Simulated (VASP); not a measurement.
# SnTe (Fm-3m) in VASP: settings compared, part 3 of 3

VASP 6.6.1.

### Step 5. Single point, PBEsol+D3(BJ)

This run uses another cell than the first one, of 31.91 Å³/atom, 1.037 times its volume.

The input, INCAR:

```
SYSTEM = SnTe
PREC = Accurate
ENCUT = 520
EDIFF = 1E-6
ISMEAR = -1
SIGMA = 0.05
LREAL = .FALSE.
LASPH = .TRUE.
NELM = 60
ALGO = Normal
ISIF = 2
LWAVE = .FALSE.
LCHARG = .FALSE.
GGA = PS
IVDW = 12
NBANDS = 17
```

The input, KPOINTS:

```
Automatic mesh
0
G
  7 7 7
  0 0 0
```

The input, POSCAR:

```
SnTe
1.0
    0.0000000000      3.1717171644      3.1717171644
    3.1717171644      0.0000000000      3.1717171644
    3.1717171644      3.1717171644      0.0000000000
Te Sn
1 1
Direct
    0.5000000000      0.5000000000      0.5000000000
    0.0000000000      0.0000000000      0.0000000000
```

Potentials or basis: VASP PAW PBE potentials, release 64 (Te, Sn_d).

Started as:

```sh
$ cat potpaw_PBE.64/Te/POTCAR potpaw_PBE.64/Sn_d/POTCAR > POTCAR
$ mpirun -np 1 vasp_std > vasp.out
```

OUTCAR:

```text
SYSTEM = SnTe
   PREC = Accurate
   ENCUT = 520
   EDIFF = 1E-6
   ISMEAR = -1
   LREAL = .FALSE.
   LASPH = .TRUE.
   NELM = 60
   ISIF = 2
   GGA = PS
   IVDW = 12
 IVDW          = 12

 ion  position               nearest neighbor table
   1  0.500  0.500  0.500-   2 3.17   2 3.17   2 3.17   2 3.17   2 3.17   2 3.17
   2  0.000  0.000  0.000-   1 3.17   1 3.17   1 3.17   1 3.17   1 3.17   1 3.17

  LATTYP: Found a face centered cubic cell.
 ALAT       =     6.3434343288

  Lattice vectors:

 A1 = (   0.0000000000,   3.1717171644,   3.1717171644)
 A2 = (   3.1717171644,   0.0000000000,   3.1717171644)
 A3 = (   3.1717171644,   3.1717171644,   0.0000000000)

Analysis of symmetry for initial positions (statically):
[... 33 lines left out ...]
                                     Primitive cell

  volume of cell :      63.8136

  direct lattice vectors                    reciprocal lattice vectors
     0.000000000  3.171717164  3.171717164    -0.157643312  0.157643312  0.157643312
     3.171717164  0.000000000  3.171717164     0.157643312 -0.157643312  0.157643312
     3.171717164  3.171717164  0.000000000     0.157643312  0.157643312 -0.157643312

  length of vectors
     4.485485430  4.485485430  4.485485430     0.273046227  0.273046227  0.273046227

[... 121 lines left out ...]
  energy without entropy =       -8.33834268  energy(sigma->0) =       -8.33837638

 E-fermi :   6.5838     XC(G=0):  -9.5674

 val. band max:        6.2614305823   @ k =   0.4286   0.0000   0.0000
 cond. band min:       6.9176182881   @ k =   0.4286   0.0000   0.0000
 fundamental gap:      0.6561877058
 Fermi energy:         6.5837584059

 k-point     1 :       0.0000    0.0000    0.0000
  band No.  band energies     occupation
      1     -15.2164      2.00000
      2     -15.2164      2.00000
      3     -15.2104      2.00000
      4     -15.2104      2.00000
      5     -15.2104      2.00000
      6      -6.1206      2.00000
[... 377 lines left out ...]
      4     -15.2057      2.00000
      5     -15.2008      2.00000
      6      -4.5486      2.00000
[... 9 lines left out ...]
     16      16.2947      0.00000
     17      16.8838      0.00000

------------------------ aborting loop because EDIFF is reached ----------------------------------------

 Edisp (eV)   -0.76192

 E8    (eV) :    -0.5268

  FORCE on cell =-STRESS in cart. coord.  units (eV):
  Direction    XX          YY          ZZ          XY          YZ          ZX
  --------------------------------------------------------------------------------------
  -------------------------------------------------------------------------------------
  Total      -1.25858    -1.25858    -1.25858     0.00000     0.00000     0.00000
  in kB     -31.59936   -31.59936   -31.59936     0.00000     0.00000     0.00000
  external pressure =      -31.60 kB  Pullay stress =        0.00 kB

 VOLUME and BASIS-vectors are now :
 -----------------------------------------------------------------------------
  energy-cutoff  :      520.00
  volume of cell :       63.81
      direct lattice vectors                 reciprocal lattice vectors
     0.000000000  3.171717164  3.171717164    -0.157643312  0.157643312  0.157643312
     3.171717164  0.000000000  3.171717164     0.157643312 -0.157643312  0.157643312
     3.171717164  3.171717164  0.000000000     0.157643312  0.157643312 -0.157643312

 POSITION                                       TOTAL-FORCE (eV/Angst)
 -----------------------------------------------------------------------------------
      3.17172      3.17172      3.17172        -0.000000     -0.000000      0.000000
      0.00000      0.00000      0.00000         0.000000      0.000000     -0.000000
 -----------------------------------------------------------------------------------
    total drift:                               -0.000000      0.000000      0.000000

  FREE ENERGIE OF THE ION-ELECTRON SYSTEM (eV)
  ---------------------------------------------------
  free  energy   TOTEN  =        -9.1003326826 eV

  energy  without entropy=       -9.1002652790  energy(sigma->0) =       -9.10029898
```

OSZICAR:

```text
N       E                     dE             d eps       ncg     rms          rms(c)
DAV:   1     0.125254714525E+03    0.12525E+03   -0.95291E+03   680   0.135E+03
DAV:   2     0.325921104220E+01   -0.12200E+03   -0.11872E+03   720   0.334E+02
DAV:   3    -0.805487489433E+01   -0.11314E+02   -0.11205E+02   823   0.884E+01
DAV:   4    -0.838721732263E+01   -0.33234E+00   -0.33210E+00   832   0.160E+01
DAV:   5    -0.839912566192E+01   -0.11908E-01   -0.11908E-01   981   0.292E+00    0.459E+00
DAV:   6    -0.834076721135E+01    0.58358E-01   -0.13017E-01   938   0.272E+00    0.291E+00
DAV:   7    -0.833890862478E+01    0.18586E-02   -0.47440E-02   857   0.125E+00    0.767E-01
DAV:   8    -0.833837390946E+01    0.53472E-03   -0.68858E-03   881   0.682E-01    0.154E-01
DAV:   9    -0.833843112281E+01   -0.57213E-04   -0.64547E-04   933   0.216E-01    0.329E-02
DAV:  10    -0.833841091983E+01    0.20203E-04   -0.75800E-05   913   0.757E-02    0.216E-02
DAV:  11    -0.833841027043E+01    0.64941E-06   -0.36233E-05   908   0.480E-02    0.298E-02
DAV:  12    -0.833841008579E+01    0.18464E-06   -0.29978E-06   720   0.133E-02
   1 F= -.91003327E+01 E0= -.91002990E+01  d E =-.674036E-04
```

stdout:

```text
POSCAR found type information on POSCAR TeSn
 POSCAR found :  2 types and       2 ions
 scaLAPACK will be used
 -----------------------------------------------------------------------------
|                                                                             |
|                                                                             |
|     You enforced a specific xc type in the INCAR file but a different       |
|     I HOPE YOU KNOW WHAT YOU ARE DOING!                                     |
|                                                                             |
 -----------------------------------------------------------------------------

 LDA part: xc-table for (Slater+PW92), standard interpolation
 POSCAR, INCAR and KPOINTS ok, starting setup
 FFT: planning ... GRIDC
 FFT: planning ... GRID_SOFT
 FFT: planning ... GRID
 WAVECAR not read
 entering main loop
```

Run time: 25 s. Hardware: 1 thread of Intel Xeon 6975P-C (Granite Rapids), shared host; peak memory 0.2 GiB.

Results:

| Item | Value |
| --- | --- |
| Free energy | -9.1003 eV |
| Pressure | -3.2 GPa |
| Dispersion energy per atom | -0.381 eV |

Caveat: this odd mesh misses L, where the gap lies, so gap, dielectric constants and Born charges aren't listed; the PAW data sets were made with another functional, which shifts forces and pressure a little; spin-orbit coupling is left out, which moves the levels of the heavy elements.

### Step 6. Single point, LDA

This run uses another cell than the first one, of 31.91 Å³/atom, 1.037 times its volume.

The input, INCAR:

```
PREC = Accurate ; ENCUT = 520
EDIFF = 1E-6 ; ISMEAR = -1
SIGMA = 0.05 ; LREAL = F
LASPH = T ; NELM = 60
ALGO = Normal ; ISIF = 2
LWAVE = F ; LCHARG = T
GGA = CA ; LELF = T
LVHAR = T ; NBANDS = 17
```

The input, KPOINTS:

```
Automatic mesh
0
Gamma
  7 7 7
```

POSCAR is that of step 5.

Potentials or basis: VASP PAW LDA potentials, release 64 (Te, Sn_d).

Started as:

```sh
$ cat potpaw_LDA.64/Te/POTCAR potpaw_LDA.64/Sn_d/POTCAR > POTCAR
$ mpirun -np 1 vasp_std > vasp.out
```

OUTCAR:

```text
PREC = Accurate
   ENCUT = 520
   EDIFF = 1E-6
   ISMEAR = -1
   LREAL = F
   LASPH = T
   NELM = 60
   ISIF = 2
   GGA = CA

 ion  position               nearest neighbor table
   1  0.500  0.500  0.500-   2 3.17   2 3.17   2 3.17   2 3.17   2 3.17   2 3.17
   2  0.000  0.000  0.000-   1 3.17   1 3.17   1 3.17   1 3.17   1 3.17   1 3.17

  LATTYP: Found a face centered cubic cell.
 ALAT       =     6.3434343288

  Lattice vectors:

 A1 = (   0.0000000000,   3.1717171644,   3.1717171644)
[... 578 lines left out ...]

------------------------ aborting loop because EDIFF is reached ----------------------------------------

  FORCE on cell =-STRESS in cart. coord.  units (eV):
  Direction    XX          YY          ZZ          XY          YZ          ZX
  --------------------------------------------------------------------------------------
  -------------------------------------------------------------------------------------
  Total       -0.9405674     -0.9405674     -0.9405674      0.0000000     -0.0000000      0.0000000
  in kB      -23.6149566    -23.6149566    -23.6149566      0.0000000     -0.0000000      0.0000000
  external PRESSURE =     -23.6149566 kB  Pullay stress =       0.0000000 kB

 VOLUME and BASIS-vectors are now :
 -----------------------------------------------------------------------------
  energy-cutoff  :      520.00
  volume of cell :       63.81
      direct lattice vectors                 reciprocal lattice vectors
     0.000000000  3.171717164  3.171717164    -0.157643312  0.157643312  0.157643312
     3.171717164  0.000000000  3.171717164     0.157643312 -0.157643312  0.157643312
     3.171717164  3.171717164  0.000000000     0.157643312  0.157643312 -0.157643312

 POSITION                                       TOTAL-FORCE (eV/Angst)
 -----------------------------------------------------------------------------------
      3.17172      3.17172      3.17172         0.000000      0.000000      0.000000
      0.00000      0.00000      0.00000        -0.000000     -0.000000     -0.000000
 -----------------------------------------------------------------------------------
    total drift:                               -0.000000      0.000000      0.000000

  FREE ENERGIE OF THE ION-ELECTRON SYSTEM (eV)
  ---------------------------------------------------
  free  energy   TOTEN  =        -8.8147530081 eV

  energy  without entropy=       -8.8146848399  energy(sigma->0) =       -8.81471892
```

Wall time 23 s (1 thread of Intel Xeon 6975P-C (Granite Rapids), shared host); peak memory 0.17 GiB.

What came out:

| Item | Value |
| --- | --- |
| Free energy | -8.8148 eV |
| Pressure | -2.4 GPa |

Caveat: this odd mesh misses L, where the gap lies, so gap, dielectric constants and Born charges aren't listed; spin-orbit coupling is left out, which moves the levels of the heavy elements.

### Step 7. The runs side by side

```csv
level,potentials or basis,cell,pressure (GPa)
revPBE+D3(BJ),"VASP PAW PBE potentials, release 64 (Te, Sn_d)","a = 4.432 Å, angles 60.0°, 2 atoms",0.0
SVWN5,"VASP PAW PBE potentials, release 64 (Te, Sn_d)","a = 4.456 Å, angles 60.0°, 2 atoms",-1.6
LDA,"VASP PAW LDA potentials, release 64 (Te, Sn_d)","a = 4.426 Å, angles 60.0°, 2 atoms",-0.6
PBEsol+D3(BJ),"VASP PAW PBE potentials, release 64 (Te, Sn_d)","a = 4.485 Å, angles 60.0°, 2 atoms",-3.2
LDA,"VASP PAW LDA potentials, release 64 (Te, Sn_d)","a = 4.485 Å, angles 60.0°, 2 atoms",-2.4
```

Alike in all rows: task single point; no spin polarisation; k mesh 7 × 7 × 7; cutoff (eV) 520; smearing fermi-dirac 0.05 eV.

Caveats: spin-orbit coupling is left out, which moves the levels of the heavy elements; the PAW data sets were made with another functional, which shifts forces and pressure a little (some runs).

Total energies depend on the potentials used, so only differences within one code and one set of settings carry meaning.
